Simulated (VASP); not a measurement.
Input of a VASP 6.6.1 run:

The input INCAR:

```
PREC     = Accurate       # precision mode
ENCUT    = 600            # plane-wave cutoff, eV
EDIFF    = 1E-6           # SCF threshold, eV
ISMEAR   = -1             # smearing method
SIGMA    = 0.02           # smearing width, eV
LREAL    = False          # projectors in reciprocal space
LASPH    = True           # aspherical terms in the spheres
NELM     = 120            # most SCF steps
ALGO     = Normal         # electronic algorithm
ISIF     = 2              # what is computed and relaxed
LWAVE    = False          # write WAVECAR
LCHARG   = False          # write CHGCAR
GGA      = PE             # functional
NBANDS   = 59             # bands
GGA_COMPAT= False
```

File KPOINTS:

```
Automatic mesh
0
Gamma
  6 6 4
```

Contents of POSCAR:

```
SiSn3O8
1.0
    3.3015518476     -3.3094790222      0.0000000000
    3.3015518476      3.3094790222      0.0000000000
    0.0000000000      0.0000000000      6.2206268848
Sn O Si
3 8 1
Direct
    0.5000000000      0.5000000000      0.0000000000
    0.0000000000      0.0000000000      0.7389643282
    0.0000000000      0.0000000000      0.2610356718
    0.1918702135      0.1918702135      0.0000000000
    0.8081297865      0.8081297865      0.0000000000
    0.6826630203      0.3173369797      0.7217645513
    0.3173369797      0.6826630203      0.7217645513
    0.2178759957      0.2178759957      0.5000000000
    0.7821240043      0.7821240043      0.5000000000
    0.6826630203      0.3173369797      0.2782354487
    0.3173369797      0.6826630203      0.2782354487
    0.5000000000      0.5000000000      0.5000000000
```

Potentials or basis: VASP PAW PBE potentials, release 64 (Sn_d, O, Si).

Command:

```sh
$ cat potpaw_PBE.64/Sn_d/POTCAR potpaw_PBE.64/O/POTCAR potpaw_PBE.64/Si/POTCAR > POTCAR
$ mpirun -np 1 vasp_std > vasp.out
```

Problem. Estimate the pressure.

Solution. 0.3 GPa.

Problem. Estimate the largest force.

Solution. 0.060 eV/Å.

Problem. Predict the band gap on the k mesh.

Solution. 1.00 eV.

Stress tensor (GPa, compression positive):
```
0.28 0.00 0.00
0.00 0.20 0.00
0.00 0.00 0.54
```

Caveat: spin-orbit coupling is left out, which moves the levels of the heavy elements.
